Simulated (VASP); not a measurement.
# Y (Im-3m) in VASP: relaxation of cell and atoms with r2SCAN

Aim: the relaxation of cell and atoms of Y with r2SCAN.

Everything below comes from runs of VASP 6.6.1. Logs are shortened: lines on timing, memory, paths and dates and some standing lists are left out, and cuts for length are marked.

### Step 1. The cell of the first run

The structure is cubic, space group Im-3m (No. 229). The conventional cell has a = 4.070 Å, b = 4.070 Å, c = 4.070 Å, α = 90.00°, β = 90.00°, γ = 90.00°. Y (site symmetry m-3m) has 14 Y at 3.52 to 4.07 Å within 4.6 Å.

This isn't the form of Y at room conditions, which is hcp.

### Step 2. Relaxation of cell and atoms, r2SCAN

File POSCAR:

```
Y
1.0
   -2.0349394556      2.0349394556      2.0349394556
    2.0349394556     -2.0349394556      2.0349394556
    2.0349394556      2.0349394556     -2.0349394556
Y
1
Direct
    0.0000000000      0.0000000000      0.0000000000
```

File INCAR.step1:

```
SYSTEM = Y
PREC = Accurate
ENCUT = 600
ISMEAR = -1
SIGMA = 0.1
LREAL = .False.
LASPH = .True.
NELM = 60
GGA = PE
ALGO = Normal
EDIFF = 1E-4
LWAVE = .True.
LCHARG = .False.
```

File INCAR.step2:

```
SYSTEM = Y
PREC = Accurate
ENCUT = 600
EDIFF = 1E-6
ISMEAR = -1
SIGMA = 0.1
LREAL = .False.
LASPH = .True.
NELM = 60
ALGO = Normal
ISIF = 3
LWAVE = .False.
LCHARG = .False.
METAGGA = R2SCAN
LMIXTAU = .True.
IBRION = 2
NSW = 80
EDIFFG = -0.01
ISTART = 1
```

File KPOINTS:

```
regular mesh
0
Gamma
  9 9 9
  0 0 0
```

Potentials or basis: VASP PAW PBE potentials, release 64 (Y_sv).

The run is started by

```bash
$ cat potpaw_PBE.64/Y_sv/POTCAR > POTCAR
$ cp INCAR.step1 INCAR
$ mpirun -np 1 vasp_std > vasp.out
$ cp INCAR.step2 INCAR
$ mpirun -np 1 vasp_std > vasp.out
```

OUTCAR:

```text
SYSTEM = Y
   PREC = Accurate
   ENCUT = 600
   EDIFF = 1E-6
   ISMEAR = -1
   LREAL = .False.
   LASPH = .True.
   NELM = 60
   ISIF = 3
   METAGGA = R2SCAN
   IBRION = 2
   NSW = 80
   EDIFFG = -0.01
   ISTART = 1

 ion  position               nearest neighbor table
   1  0.000  0.000  0.000-

  LATTYP: Found a body centered cubic cell.
 ALAT       =     4.0698789112

  Lattice vectors:

 A1 = (  -2.0349394556,   2.0349394556,   2.0349394556)
 A2 = (   2.0349394556,  -2.0349394556,   2.0349394556)
 A3 = (   2.0349394556,   2.0349394556,  -2.0349394556)

Analysis of symmetry for initial positions (statically):
=====================================================================
 Subroutine PRICEL returns:
 Original cell was already a primitive cell.

 Routine SETGRP: Setting up the symmetry group for a
 body centered cubic supercell.

 Subroutine GETGRP returns: Found 48 space group operations
 (whereof 48 operations were pure point group operations)
 out of a pool of 48 trial point group operations.

The static configuration has the point symmetry O_h .

Analysis of symmetry for dynamics (positions and initial velocities):
=====================================================================
 Subroutine PRICEL returns:
 Original cell was already a primitive cell.

 Routine SETGRP: Setting up the symmetry group for a
 body centered cubic supercell.

 Subroutine GETGRP returns: Found 48 space group operations
 (whereof 48 operations were pure point group operations)
 out of a pool of 48 trial point group operations.

The dynamic configuration has the point symmetry O_h .

 Subroutine INISYM returns: Found 48 space group operations
 (whereof 48 operations are pure point group operations),
 and found     1 'primitive' translations

----------------------------------------------------------------------------------------

                                     Primitive cell

  volume of cell :      33.7066

[... 138 lines left out ...]
  FORCE on cell =-STRESS in cart. coord.  units (eV):
  Direction    XX          YY          ZZ          XY          YZ          ZX
  --------------------------------------------------------------------------------------
  -------------------------------------------------------------------------------------
  Total        0.0192195      0.0192195      0.0192195     -0.0000000      0.0000000      0.0000000
  in kB        0.9135639      0.9135639      0.9135639     -0.0000000      0.0000000      0.0000000
  external PRESSURE =       0.9135639 kB  Pullay stress =       0.0000000 kB

 VOLUME and BASIS-vectors are now :
 -----------------------------------------------------------------------------
  energy-cutoff  :      600.00
  volume of cell :       33.71
      direct lattice vectors                 reciprocal lattice vectors
    -2.034939456  2.034939456  2.034939456     0.000000000  0.245707556  0.245707556
     2.034939456 -2.034939456  2.034939456     0.245707556  0.000000000  0.245707556
     2.034939456  2.034939456 -2.034939456     0.245707556  0.245707556  0.000000000

 POSITION                                       TOTAL-FORCE (eV/Angst)
 -----------------------------------------------------------------------------------
      0.00000      0.00000      0.00000         0.000000      0.000000     -0.000000
 -----------------------------------------------------------------------------------
    total drift:                                0.000000     -0.000000     -0.000000

  FREE ENERGIE OF THE ION-ELECTRON SYSTEM (eV)
  ---------------------------------------------------
  free  energy   TOTEN  =       -20.2110016402 eV

  energy  without entropy=      -20.1400024302  energy(sigma->0) =      -20.17550204

--------------------------------------- Ionic step        2  -------------------------------------------

 number of electron      10.9999999 magnetization

 Free energy of the ion-electron system (eV)
  ---------------------------------------------------
  ext. energy  EPLUGINS =         0.00000000
  ---------------------------------------------------
  free energy    TOTEN  =       -20.21101836 eV

  energy without entropy =      -20.13985054  energy(sigma->0) =      -20.17543445

 E-fermi :   3.0440     XC(G=0):  -9.9413

 val. band max:        3.0213006503   @ k =  -0.3333   0.3333   0.2222
 cond. band min:       3.1088731661   @ k =   0.2222   0.2222   0.0000
 fundamental gap:      0.0875725157
 Fermi energy:         3.0439606913

 k-point     1 :       0.0000    0.0000    0.0000
  band No.  band energies     occupation
      1     -41.4172      2.00000
      2     -20.4696      2.00000
      3     -20.4696      2.00000
      4     -20.4696      2.00000
      5      -1.9495      2.00000
      6       4.9980      0.00000
      7       4.9980      0.00000
      8       4.9980      0.00000
      9       6.7962      0.00000
[... 265 lines left out ...]
 k-point    24 :      -0.4444   -0.4444    0.1111
  band No.  band energies     occupation
      1     -41.3426      2.00000
      2     -20.9302      2.00000
      3     -20.7097      2.00000
      4     -20.5497      2.00000
      5       1.7756      1.99999
      6       2.8646      1.71476
      7       3.7484      0.00174
      8       5.9062      0.00000
      9       7.6939      0.00000

 [... further k-points ...]
[... 5 lines left out ...]
  --------------------------------------------------------------------------------------
  -------------------------------------------------------------------------------------
  Total       -0.0023984     -0.0023984     -0.0023984     -0.0000000     -0.0000000      0.0000000
  in kB       -0.1136868     -0.1136868     -0.1136868     -0.0000000     -0.0000000      0.0000000
  external PRESSURE =      -0.1136868 kB  Pullay stress =       0.0000000 kB

 VOLUME and BASIS-vectors are now :
 -----------------------------------------------------------------------------
  energy-cutoff  :      600.00
  volume of cell :       33.80
      direct lattice vectors                 reciprocal lattice vectors
    -2.036826254  2.036826254  2.036826254     0.000000000  0.245479947  0.245479947
     2.036826254 -2.036826254  2.036826254     0.245479947  0.000000000  0.245479947
     2.036826254  2.036826254 -2.036826254     0.245479947  0.245479947  0.000000000

 POSITION                                       TOTAL-FORCE (eV/Angst)
 -----------------------------------------------------------------------------------
      0.00000      0.00000     -0.00000         0.000000     -0.000000     -0.000000
 -----------------------------------------------------------------------------------
    total drift:                                0.000000     -0.000000     -0.000000

  FREE ENERGIE OF THE ION-ELECTRON SYSTEM (eV)
  ---------------------------------------------------
  free  energy   TOTEN  =       -20.2110183560 eV

  energy  without entropy=      -20.1398505401  energy(sigma->0) =      -20.17543445

 reached required accuracy - stopping structural energy minimisation
```

It took 3.4 min on 1 thread of Intel Xeon 8259CL, shared host; peak memory 0.19 GiB.

What came out:

- Free energy: -20.2110 eV
- Relaxed volume: 33.80 Å³/atom
- Relaxed cell: a = 3.528 Å, b = 3.528 Å, c = 3.528 Å, α = 109.47°, β = 109.47°, γ = 109.47°
- Space group after relaxing (to 0.1 Å): Im-3m (No. 229)
- Energy gained by relaxing: 0.0 meV/atom
- Ionic steps: 2
- Pressure after relaxing: 0.0 GPa
- Band gap on the k mesh: zero (an odd number of electrons rules out a gap without spin polarisation)

Final structure:
```
CELL_PARAMETERS angstrom
-2.03683 2.03683 2.03683
2.03683 -2.03683 2.03683
2.03683 2.03683 -2.03683
ATOMIC_POSITIONS crystal
Y 0.00000 0.00000 0.00000
```

Levels at points of the mesh, in eV from the Fermi level:
| k point | band 3 | band 4 | band 5 | band 6 | band 7 | band 8 |
| --- | --- | --- | --- | --- | --- | --- |
| (0.00, 0.00, 0.00) | -23.51 | -23.51 | -4.99 | 1.95 | 1.95 | 1.95 |

Caveat: the PAW data sets were made with another functional, which shifts forces and pressure a little.

The gap in the log of VASP goes by the Fermi energy; the results here count the filled bands.